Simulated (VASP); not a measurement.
Input of a VASP 6.6.1 run:

The input INCAR:

```
  PREC = Accurate
  ENCUT = 500
  EDIFF = 1E-6
  ISMEAR = 0
  SIGMA = 0.2
  LREAL = F
  LASPH = T
  NELM = 120
  ALGO = Normal
  ISIF = 2
  LWAVE = F
  LCHARG = F
  GGA = PE
  NBANDS = 36
  GGA_COMPAT = F
```

File KPOINTS:

```
Automatic mesh
0
Gamma
  3 3 3
```

POSCAR

```
K3RuW
1.0
    3.8361060496      2.2147768604      3.7783386772
   -3.8361060496      2.2147768604      3.7783386772
    0.0000000000     -4.4295537208      3.7783386772
K Ru W
3 1 1
Direct
    0.5000000000      0.5000000000      0.0000000000
    0.0000000000      0.5000000000      0.5000000000
    0.5000000000      0.0000000000      0.5000000000
    0.5000000000      0.5000000000      0.5000000000
    0.0000000000      0.0000000000      0.0000000000
```

Potentials or basis: VASP PAW PBE potentials, release 64 (K_sv, Ru_pv, W_sv).

Command:

```console
$ cat potpaw_PBE.64/K_sv/POTCAR potpaw_PBE.64/Ru_pv/POTCAR potpaw_PBE.64/W_sv/POTCAR > POTCAR
$ mpirun -np 1 vasp_std > vasp.out
```

(1) Estimate the band gap on the k mesh.

(2) What does it give for the pressure?

Results:

(1) zero (an odd number of electrons rules out a gap without spin polarisation).

(2) 0.4 GPa.

Caveat: the k points lie up to 0.37 Å⁻¹ apart, too coarse for converged energies and pressures of a metal; spin-orbit coupling is left out, which moves the levels of the heavy elements.
